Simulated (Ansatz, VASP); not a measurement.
# Two plane-wave programs on Sn2PbO3

```
Sn Pb O
1.0
     3.92142    0.00000    0.00000
     0.00000    3.92142    0.00000
     0.00000    0.00000   15.16864
Sn Pb O
4 2 6
Direct
  0.00000 0.50000 0.75693
  0.50000 0.00000 0.92493
  0.00000 0.50000 0.07507
  0.50000 0.00000 0.24307
  0.50000 0.00000 0.60026
  0.00000 0.50000 0.39974
  0.50000 0.50000 0.68221
  0.00000 0.00000 0.68221
  0.50000 0.50000 0.00000
  0.00000 0.00000 0.00000
  0.00000 0.00000 0.31779
  0.50000 0.50000 0.31779
```

Alike in both runs: functional PBE; k mesh 3 × 3 × 1; occupations gaussian, width 0.15 eV; no spin polarisation.

Ansatz relaxed the structure, and its values are those at the end. VASP's run is a single point on that final structure, the one shown.

|  | VASP | Ansatz |
| --- | --- | --- |
| version | VASP 6.6.1 | Ansatz 0.2.0 |
| potentials or method | VASP PAW PBE potentials, release 64 (Sn_d, Pb_d, O), cutoff 600 eV | scalar-relativistic, plane waves, PAW |
| valence electrons in the cell | 120 | 120 |

Ansatz gave:

* gap on the k mesh at the Fermi level (eV): 1.34
* least direct gap on the mesh (eV): 1.34
* pressure (GPa): 0.3
* rms of the force components (eV/Å): 0.005

Task: What did VASP give for the same quantities?

Result: gap on the k mesh at the Fermi level (eV): 1.32; least direct gap on the mesh (eV): 1.32; pressure (GPa): 0.4; rms of the force components (eV/Å): 0.029.

The k mesh is coarse, so the values compare programs but aren't converged. Spin-orbit coupling is off throughout.
